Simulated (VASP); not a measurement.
The system is AlN.

```
Al N
1.0
     3.12989    0.00000    0.00000
    -1.56494    2.71056    0.00000
     0.00000    0.00000    5.41830
Al N
2 2
Direct
  0.33333 0.66667 0.00173
  0.66667 0.33333 0.50173
  0.33333 0.66667 0.38327
  0.66667 0.33333 0.88327
```

```yaml
Program: VASP 6.6.1
Task: relaxation of the atoms
Functional: PBE
Potentials_or_basis: VASP PAW PBE potentials, release 64 (Al, N)
Cutoff: 520 eV
k_mesh: 9 × 9 × 6
Occupations: gaussian, width 0.05 eV
Spin: no spin polarisation
```

At the start: pressure -11.3 GPa; volume 11.49 Å³/atom.

Where does the relaxation end?

Over 3 steps the energy falls by 3.2 meV/atom at a fixed cell; space group P6_3mc (No. 186, to 0.1 Å) before and after.

Step by step:
```tsv
step	energy change (eV)	largest force (eV/Å)	pressure (GPa)
1	0.0000	0.3031	-11.28
2	-0.0117	0.0937	-11.86
3	-0.0129	0.0013	-12.07
```

Final structure:
```
Al N
1.0
     3.12989    0.00000    0.00000
    -1.56494    2.71056    0.00000
     0.00000    0.00000    5.41830
Al N
2 2
Direct
  0.33333 0.66667 0.00553
  0.66667 0.33333 0.50553
  0.33333 0.66667 0.37947
  0.66667 0.33333 0.87947
```
